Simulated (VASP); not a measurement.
Here is a VASP 6.6.1 calculation.

File INCAR:

```
SYSTEM = CaO
ALGO = Normal
EDIFF = 1E-6
ENCUT = 1340
GGA_COMPAT = .FALSE.
ISIF = 2
ISMEAR = 0
LASPH = .TRUE.
LCHARG = .FALSE.
LREAL = .FALSE.
LWAVE = .FALSE.
NBANDS = 15
NELM = 120
PREC = Accurate
SIGMA = 0.1
```

Contents of KPOINTS:

```
k-points
0
G
  8 8 8
  0 0 0
```

Contents of POSCAR:

```
CaO
1.0
    0.0000000000      2.3568261008      2.3568261008
    2.3568261008      0.0000000000      2.3568261008
    2.3568261008      2.3568261008      0.0000000000
Ca O
1 1
Direct
    0.0000000000      0.0000000000      0.0000000000
    0.5000000000      0.5000000000      0.5000000000
```

Potentials or basis: VASP PAW LDA potentials, release 64 (Ca_sv, O_h).

The run is started by

```sh
$ cat potpaw_LDA.64/Ca_sv/POTCAR potpaw_LDA.64/O_h/POTCAR > POTCAR
$ mpirun -np 1 vasp_std > vasp.out
```

**Question.** Estimate the band gap on the k mesh.

**Answer.** 3.43 eV (least direct gap 3.78 eV).

**Question.** Estimate the pressure.

**Answer.** 0.4 GPa.

A k mesh can miss the band edges.
